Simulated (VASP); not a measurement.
Wanted: the native input for a VASP 6.6.1 run.

```
Task                   : relaxation of cell and atoms
Functional             : PBE
Potentials or basis    : VASP PAW PBE potentials, release 64 (Be, Te)
Cutoff                 : 600 eV
k mesh                 : 6 × 6 × 6
Occupations            : gaussian, width 0.01 eV
Spin                   : no spin polarisation
Target pressure        : 20 GPa
Dipole correction      : no
Further INCAR settings : ALGO = Normal; EDIFF = 1e-07; IBRION = 2; EDIFFG = -0.02; NSW = 50; ISIF = 3
```

The structure of BeTe lies in POSCAR:

```
BeTe
1.0
    0.0000000000      2.7700000000      2.7700000000
    2.7700000000      0.0000000000      2.7700000000
    2.7700000000      2.7700000000      0.0000000000
Be Te
1 1
Direct
    0.0000000000      0.0000000000      0.0000000000
    0.2500000000      0.2500000000      0.2500000000
```

These files were run (other wordings do the same):

INCAR

```
SYSTEM = BeTe
PREC = Accurate
ENCUT = 600
EDIFF = 1E-7
ISMEAR = 0
SIGMA = 0.01
LREAL = .FALSE.
LASPH = .TRUE.
NELM = 120
ALGO = Normal
ISIF = 3
LWAVE = .FALSE.
LCHARG = .FALSE.
GGA = PE
IBRION = 2
NSW = 50
EDIFFG = -0.02
PSTRESS = 200.0
GGA_COMPAT = .FALSE.
NELMIN = 4
```

KPOINTS

```
regular mesh
0
G
  6 6 6
  0 0 0
```

Potentials or basis: VASP PAW PBE potentials, release 64 (Be, Te).

Command:

```sh
$ cat potpaw_PBE.64/Be/POTCAR potpaw_PBE.64/Te/POTCAR > POTCAR
$ mpirun -np 1 vasp_std > vasp.out
```

Results of the run:

- Relaxed volume: 18.18 Å³/atom
- Relaxed cell: a = 3.719 Å, b = 3.719 Å, c = 3.719 Å, α = 60.00°, β = 60.00°, γ = 60.00°
- Space group after relaxing (to 0.05 Å): F-43m (No. 216)
- Energy change on relaxing (the enthalpy is what falls): +217.1 meV/atom
- Ionic steps: 4
- Pressure after relaxing: 19.9 GPa
- Band gap on the k mesh: 1.38 eV, indirect (least direct gap 3.36 eV)

Caveat: the cell is relaxed towards a set pressure, so the enthalpy falls and the energy may rise; spin-orbit coupling is left out, which moves the levels of the heavy elements.

Wall time 51 s on 1 thread of Intel Xeon 8259CL, with other jobs on the host, peak memory 0.18 GiB.
